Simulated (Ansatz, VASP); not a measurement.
**MgCd2TeSe2: VASP beside Ansatz**

```
Mg Cd Te Se
1.0
     4.00921    0.00000    0.00000
     0.00000    4.00921    0.00000
     0.00000    0.00000   12.13534
Mg Cd Te Se
1 2 1 2
Direct
  0.50000 0.50000 0.50000
  0.00000 0.00000 0.24543
  0.00000 0.00000 0.75457
  0.00000 0.00000 0.00000
  0.50000 0.50000 0.00000
  0.00000 0.00000 0.50000
```

Alike in both runs: task relaxation of cell and atoms; functional PBE; k mesh 10 × 10 × 4; occupations gaussian, width 0.1 eV; no spin polarisation.

```csv
,VASP,Ansatz
version,VASP 6.6.1,Ansatz 0.2.0
potentials or method,"VASP PAW PBE potentials, release 64 (Mg, Cd, Te, Se), cutoff 600 eV","scalar-relativistic, plane waves, PAW"
valence electrons in the cell,44,98
```

|  | VASP | Ansatz | Ansatz less VASP |
| --- | --- | --- | --- |
| gap on the k mesh at the Fermi level, each at its own relaxed structure (eV) | none | none | - |
| relaxed volume (Å³/atom) | 32.22 | 32.16 | -0.064 |
| relaxed cell length with the largest relative difference (Å) | 12.337 | 12.293 | -0.0441 |

A gap of «none» marks a metal or a gap that the smearing closes. VASP's potentials hold 44 valence electrons a cell and Ansatz's 98, so a difference there can come from the potentials and not from the codes.

Spin-orbit coupling is off throughout.
